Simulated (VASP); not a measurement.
Input of a VASP 6.6.1 run:

File INCAR:

```
PREC     = Accurate       # precision mode
ENCUT    = 520            # plane-wave cutoff, eV
EDIFF    = 1E-7           # SCF threshold, eV
ISMEAR   = -1             # smearing method
SIGMA    = 0.05           # smearing width, eV
LREAL    = False          # projectors in reciprocal space
LASPH    = True           # aspherical terms in the spheres
NELM     = 80             # most SCF steps
ALGO     = Normal         # electronic algorithm
ISIF     = 2              # what is computed and relaxed
LWAVE    = False          # write WAVECAR
LCHARG   = False          # write CHGCAR
GGA      = PS             # functional
NBANDS   = 18             # bands
```

File KPOINTS:

```
regular mesh
0
Gamma
  9 9 9
```

The input POSCAR:

```
HfO2
1.0
    0.0000000000      2.5575000000      2.5575000000
    2.5575000000      0.0000000000      2.5575000000
    2.5575000000      2.5575000000      0.0000000000
Hf O
1 2
Direct
    0.0090260000      0.0007760000     -0.0152430000
    0.7464370000      0.7487370000      0.7572420000
    0.2510910000      0.2400870000      0.2500430000
```

Potentials or basis: VASP PAW PBE potentials, release 64 (Hf_pv, O).

The run is started by

```sh
$ cat potpaw_PBE.64/Hf_pv/POTCAR potpaw_PBE.64/O/POTCAR > POTCAR
$ mpirun -np 1 vasp_std > vasp.out
```

Estimate the band gap on the k mesh.

3.71 eV, indirect (least direct gap 3.82 eV).

Estimate the pressure.

-13.1 GPa.

Estimate the largest force.

0.395 eV/Å.

Stress tensor (GPa, compression positive):
```
-13.05   0.35  -0.06
  0.35 -13.21   0.84
 -0.06   0.84 -13.17
```

Caveat: the cell differs from its parent crystal (atoms moved at random); the PAW data sets were made with another functional, which shifts forces and pressure a little; spin-orbit coupling is left out, which moves the levels of the heavy elements. A k mesh can miss the band edges.
